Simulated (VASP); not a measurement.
# Be2ZnO3 (P3m1) in VASP: single point with PBE

Aim: the single point of Be2ZnO3 with PBE.

Program: VASP 6.6.1. These are calculated values, not measurements. Logs are shortened: lines on timing, memory, paths and dates and some standing lists are left out, and cuts for length are marked.

## (1) The cell of the first run

The structure is trigonal, space group P3m1 (No. 156). Conventional cell: a = 2.870 Å, b = 2.870 Å, c = 7.248 Å, α = 90.00°, β = 90.00°, γ = 120.00°. Be (site symmetry 3m) has 4 O at 1.61 to 1.74 Å within 2.1 Å. Be (site symmetry 3m) has 4 O at 1.60 to 1.75 Å within 2.1 Å. Within 2.5 Å of Zn (site symmetry 3m) lie 4 O at 1.92 to 1.97 Å. O (site symmetry 3m) has 4 Be at 1.61 to 1.75 Å within 2.1 Å. O (site symmetry 3m) has 1 Be at 1.60 Å and 3 Zn at 1.92 Å within 2.1 Å. Within 2.3 Å of O (site symmetry 3m) lie 3 Be at 1.74 Å and 1 Zn at 1.97 Å.

## (2) Single point, PBE

Input file INCAR:

```
  ALGO = Normal
  EDIFF = 1E-6
  ENCUT = 600
  GGA = PE
  GGA_COMPAT = False
  ISIF = 2
  ISMEAR = 0
  LASPH = True
  LCHARG = False
  LREAL = False
  LWAVE = False
  NBANDS = 26
  NELM = 120
  PREC = Accurate
  SIGMA = 0.15
```

Input file KPOINTS:

```
k-points
0
Gamma
  5 5 2
```

Input file POSCAR:

```
Be2ZnO3
1.0
    2.8696330001      0.0000000000      0.0000000000
   -1.4348165001      2.4851750777      0.0000000000
    0.0000000000      0.0000000000      7.2478903360
Be Zn O
2 1 3
Direct
    0.3333333333      0.6666666667      0.3615115495
    0.6666666667      0.3333333333      0.6606658361
    0.0000000000      0.0000000000      0.0154098253
    0.3333333333      0.6666666667      0.5842124541
    0.6666666667      0.3333333333      0.8813734088
    0.0000000000      0.0000000000      0.2868269262
```

Potentials or basis: VASP PAW PBE potentials, release 64 (Be, Zn, O).

Command:

```
cat potpaw_PBE.64/Be/POTCAR potpaw_PBE.64/Zn/POTCAR potpaw_PBE.64/O/POTCAR > POTCAR
mpirun -np 1 vasp_std > vasp.out
```

OUTCAR:

```text
EDIFF = 1E-6
   ENCUT = 600
   GGA = PE
   ISIF = 2
   ISMEAR = 0
   LASPH = True
   LREAL = False
   NELM = 120
   PREC = Accurate

 ion  position               nearest neighbor table
   1  0.333  0.667  0.362-   4 1.61   6 1.74   6 1.74   6 1.74
   2  0.667  0.333  0.661-   5 1.60   4 1.75   4 1.75   4 1.75
   3  0.000  0.000  0.015-   5 1.92   5 1.92   5 1.92   6 1.97
   4  0.333  0.667  0.584-   1 1.61   2 1.75   2 1.75   2 1.75
   5  0.667  0.333  0.881-   2 1.60   3 1.92   3 1.92   3 1.92
   6  0.000  0.000  0.287-   1 1.74   1 1.74   1 1.74   3 1.97

  LATTYP: Found a hexagonal cell.
 ALAT       =     2.8696330001
 C/A-ratio  =     2.5257203049

  Lattice vectors:

 A1 = (   2.8696330001,   0.0000000000,   0.0000000000)
 A2 = (  -1.4348165001,   2.4851750777,   0.0000000000)
 A3 = (   0.0000000000,   0.0000000000,   7.2478903360)

Analysis of symmetry for initial positions (statically):
=====================================================================
 Subroutine PRICEL returns:
 Original cell was already a primitive cell.

 Routine SETGRP: Setting up the symmetry group for a
 hexagonal supercell.

 Subroutine GETGRP returns: Found  6 space group operations
 (whereof  6 operations were pure point group operations)
 out of a pool of 24 trial point group operations.

The static configuration has the point symmetry C_3v.

Analysis of symmetry for dynamics (positions and initial velocities):
=====================================================================
 Subroutine PRICEL returns:
 Original cell was already a primitive cell.

 Routine SETGRP: Setting up the symmetry group for a
 hexagonal supercell.

 Subroutine GETGRP returns: Found  6 space group operations
 (whereof  6 operations were pure point group operations)
 out of a pool of 24 trial point group operations.

The dynamic configuration has the point symmetry C_3v.

 Subroutine INISYM returns: Found  6 space group operations
 (whereof  6 operations are pure point group operations),
 and found     1 'primitive' translations

----------------------------------------------------------------------------------------

                                     Primitive cell

  volume of cell :      51.6886

  direct lattice vectors                    reciprocal lattice vectors
     2.869633000  0.000000000  0.000000000     0.348476617  0.201193069  0.000000000
    -1.434816500  2.485175078  0.000000000     0.000000000  0.402386137  0.000000000
     0.000000000  0.000000000  7.247890336     0.000000000  0.000000000  0.137971182

  length of vectors
     2.869633000  2.869633000  7.247890336     0.402386137  0.402386137  0.137971182

  position of ions in fractional coordinates (direct lattice)
     0.333333333  0.666666667  0.361511550
     0.666666667  0.333333333  0.660665836
     0.000000000  0.000000000  0.015409825
     0.333333333  0.666666667  0.584212454
     0.666666667  0.333333333  0.881373409
     0.000000000  0.000000000  0.286826926

  ion indices of the primitive-cell ions
   primitive index   ion index
                 1           1
                 2           2
                 3           3
                 4           4
                 5           5
                 6           6

----------------------------------------------------------------------------------------

 KPOINTS: k-points

Automatic generation of k-mesh.
 Grid dimensions read from file:
 generate k-points for:    5    5    2

 Generating k-lattice:

  Cartesian coordinates                     Fractional coordinates (reciprocal lattice)
     0.069695323  0.040238614  0.000000000     0.200000000 -0.000000000  0.000000000
     0.000000000  0.080477227  0.000000000     0.000000000  0.200000000  0.000000000
     0.000000000  0.000000000  0.068985591     0.000000000  0.000000000  0.500000000

  Length of vectors
     0.080477227  0.080477227  0.068985591

  Shift w.r.t. Gamma in fractional coordinates (k-lattice)
     0.000000000  0.000000000  0.000000000

 Subroutine IBZKPT returns following result:
 ===========================================

 Found     10 irreducible k-points:

 Following reciprocal coordinates:
            Coordinates               Weight
  0.000000  0.000000  0.000000      1.000000
  0.200000 -0.000000  0.000000      6.000000
  0.400000 -0.000000  0.000000      6.000000
  0.200000  0.200000  0.000000      6.000000
  0.400000  0.200000  0.000000      6.000000
  0.000000  0.000000  0.500000      1.000000
  0.200000 -0.000000  0.500000      6.000000
  0.400000 -0.000000  0.500000      6.000000
  0.200000  0.200000  0.500000      6.000000
  0.400000  0.200000  0.500000      6.000000
   k-points           NKPTS =     10   k-points in BZ     NKDIM =     10   number of bands    NBANDS=     26
   number of dos      NEDOS =    301   number of ions     NIONS =      6
   total plane-waves  NPLWV =  34560
   dimension x,y,z NGX =    24 NGY =   24 NGZ =   60
   dimension x,y,z NGXF=    48 NGYF=   48 NGZF=  120
   ions per type =               2   1   3
   NGX,Y,Z   is equivalent  to a cutoff of  13.90, 13.90, 13.76 a.u.
   NGXF,Y,Z  is equivalent  to a cutoff of  27.81, 27.81, 27.52 a.u.
 SYSTEM =  unknown system
   PREC   = accura    normal or accurate (medium, high low for compatibility)
   ISTART =      0    job   : 0-new  1-cont  2-samecut
   ICHARG =      2    charge: 1-file 2-atom 10-const
   ISPIN  =      1    spin polarized calculation?
   LNONCOLLINEAR =      F non collinear calculations
   LSORBIT =      F    spin-orbit coupling
   LASPH  =      T    aspherical Exc in radial PAW
   ENCUT  =  600.0 eV  44.10 Ry    6.64 a.u.   5.73  5.73 14.48*2*pi/ulx,y,z
   NELM   =    120;   NELMIN=  2; NELMDL= -5     # of ELM steps
   EDIFF  = 0.1E-05   stopping-criterion for ELM
   LREAL  =      F    real-space projection
   EDIFFG = 0.1E-04   stopping-criterion for IOM
   NSW    =      0    number of steps for IOM
   IBRION =     -1    ionic relax: 0-MD 1-quasi-New 2-CG
   NFREE  =      0    steps in history (QN), initial steepest desc. (CG)
   ISIF   =      2    stress and relaxation
   ISYM   =      2    0-nonsym 1-usesym 2-fastsym
   POTIM  = 0.5000    time-step for ionic-motion
   TEBEG  =    0.0;   TEEND  =   0.0 temperature during run
   PSTRESS=    0.0 pullay stress
   NELECT =      34.0000    total number of electrons
   NUPDOWN=      -1.0000    fix difference up-down
   EMIN   =  10.00;   EMAX   =-10.00  energy-range for DOS
   EFERMI =   0.00;   METHOD = LEGACY
   ISMEAR =     0;   SIGMA  =   0.15  broadening in eV -4-tet -1-fermi 0-gaus
   EFERMI_NEDOS =   21; number of points for ismear=-14 and -15
   IALGO  =     38    algorithm
   IMIX   =      4    mixing-type and parameters
     AMIX     =   0.40;   BMIX     =  1.00
     AMIX_MAG =   1.60;   BMIX_MAG =  1.00
  volume/ion in A,a.u.               =       8.61        58.14
  Fermi-wavevector in a.u.,A,eV,Ry     =   1.423758  2.690512 27.580187  2.027087
  Thomas-Fermi vector in A             =   2.544321
   LORBIT       =      0    0 simple, 1 ext, 2 COOP (PROOUT), +10 PAW based schemes
   GGA     = PE    functional components
   LHFCALC =     F    Hartree Fock is set to
   AEXX    =    0.0000 exact exchange contribution
   IVDW    =     0    specifies the selected vdW correction
   LEPSILON=     F    determine dielectric tensor
   LRPA    =     F    only Hartree local field effects (RPA)
 non-spin polarized calculation
 Gauss-broadening in eV      SIGMA  =   0.15
  energy-cutoff  :      600.00
  volume of cell :       51.69
 maximum number of plane-waves:      1738
 NGX is ok and might be reduce to    24
   NGX = 11   NGY = 11   NGZ = 29

 number of electron      34.0000001 magnetization

 Free energy of the ion-electron system (eV)
  ---------------------------------------------------
  ext. energy  EPLUGINS =         0.00000000
  ---------------------------------------------------
  free energy    TOTEN  =       -36.46604058 eV

  energy without entropy =      -36.46604058  energy(sigma->0) =      -36.46604058

 E-fermi :   3.9920     XC(G=0): -11.1468

 val. band max:        3.2340005820   @ k =   0.0000   0.0000   0.0000
 cond. band min:       5.6679220814   @ k =   0.0000   0.0000   0.0000
 fundamental gap:      2.4339214993
 Fermi energy:         3.9919698970

 k-point     1 :       0.0000    0.0000    0.0000
  band No.  band energies     occupation
      1     -15.8553      2.00000
      2     -15.1198      2.00000
      3     -14.6505      2.00000
      4      -3.7782      2.00000
      5      -2.6049      2.00000
      6      -2.5926      2.00000
[... 18 lines left out ...]
     25      16.0599      0.00000
     26      16.2069      0.00000

 k-point     2 :       0.2000   -0.0000    0.0000
  band No.  band energies     occupation
      1     -15.5020      2.00000
      2     -14.8636      2.00000
      3     -14.4398      2.00000
      4      -3.4262      2.00000
      5      -2.9148      2.00000
      6      -2.4534      2.00000
[... 18 lines left out ...]
     25      16.4617      0.00000
     26      17.0520      0.00000

 k-point     3 :       0.4000   -0.0000    0.0000
  band No.  band energies     occupation
      1     -14.7729      2.00000
      2     -14.4265      2.00000
      3     -14.1320      2.00000
      4      -3.4167      2.00000
      5      -2.9800      2.00000
      6      -2.6296      2.00000
[... 166 lines left out ...]
 k-point     9 :       0.2000    0.2000    0.5000
  band No.  band energies     occupation
      1     -14.8794      2.00000
      2     -14.6438      2.00000
      3     -14.1100      2.00000
      4      -3.1541      2.00000
      5      -2.8363      2.00000
      6      -2.6360      2.00000
[... 18 lines left out ...]
     25      16.7012      0.00000
     26      17.2501      0.00000

 k-point    10 :       0.4000    0.2000    0.5000
  band No.  band energies     occupation
      1     -14.5022      2.00000
      2     -14.2457      2.00000
      3     -14.0977      2.00000
      4      -3.1341      2.00000
      5      -3.0956      2.00000
      6      -2.6211      2.00000
[... 18 lines left out ...]
     25      16.6003      0.00000
     26      17.6096      0.00000

------------------------ aborting loop because EDIFF is reached ----------------------------------------

  FORCE on cell =-STRESS in cart. coord.  units (eV):
  Direction    XX          YY          ZZ          XY          YZ          ZX
  --------------------------------------------------------------------------------------
  -------------------------------------------------------------------------------------
  Total        0.2092354      0.2092354      0.3384885     -0.0000000      0.0000000      0.0000000
  in kB        6.4856080      6.4856080     10.4920318     -0.0000000      0.0000000      0.0000000
  external PRESSURE =       7.8210826 kB  Pullay stress =       0.0000000 kB

 VOLUME and BASIS-vectors are now :
 -----------------------------------------------------------------------------
  energy-cutoff  :      600.00
  volume of cell :       51.69
      direct lattice vectors                 reciprocal lattice vectors
     2.869633000  0.000000000  0.000000000     0.348476617  0.201193069  0.000000000
    -1.434816500  2.485175078  0.000000000     0.000000000  0.402386137  0.000000000
     0.000000000  0.000000000  7.247890336     0.000000000  0.000000000  0.137971182

 POSITION                                       TOTAL-FORCE (eV/Angst)
 -----------------------------------------------------------------------------------
     -0.00000      1.65678      2.62020         0.000000     -0.000000     -0.073652
      1.43482      0.82839      4.78843         0.000000     -0.000000      0.032746
      0.00000      0.00000      0.11169         0.000000     -0.000000      0.099005
     -0.00000      1.65678      4.23431         0.000000     -0.000000      0.040219
      1.43482      0.82839      6.38810        -0.000000      0.000000     -0.153950
      0.00000      0.00000      2.07889         0.000000     -0.000000      0.055632
 -----------------------------------------------------------------------------------
    total drift:                                0.000000      0.000001     -0.002074

  FREE ENERGIE OF THE ION-ELECTRON SYSTEM (eV)
  ---------------------------------------------------
  free  energy   TOTEN  =       -36.4660405809 eV

  energy  without entropy=      -36.4660405809  energy(sigma->0) =      -36.46604058
```

It took 24 s on 1 thread of Intel Xeon Platinum 8259CL at 2.50GHz (Skylake/Cascade Lake), shared host; peak memory 0.18 GiB.

Results:

```
Free energy            : -36.4660 eV
Pressure               : 0.8 GPa
Largest force          : 0.154 eV/Å
Band gap on the k mesh : 2.43 eV
```

Forces on the atoms (eV/Å):
```
Be   0.000  0.000 -0.074
Be   0.000  0.000  0.033
Zn   0.000  0.000  0.099
O    0.000  0.000  0.040
O    0.000  0.000 -0.154
O    0.000  0.000  0.056
```

Caveat: the k points lie up to 0.51 Å⁻¹ apart.
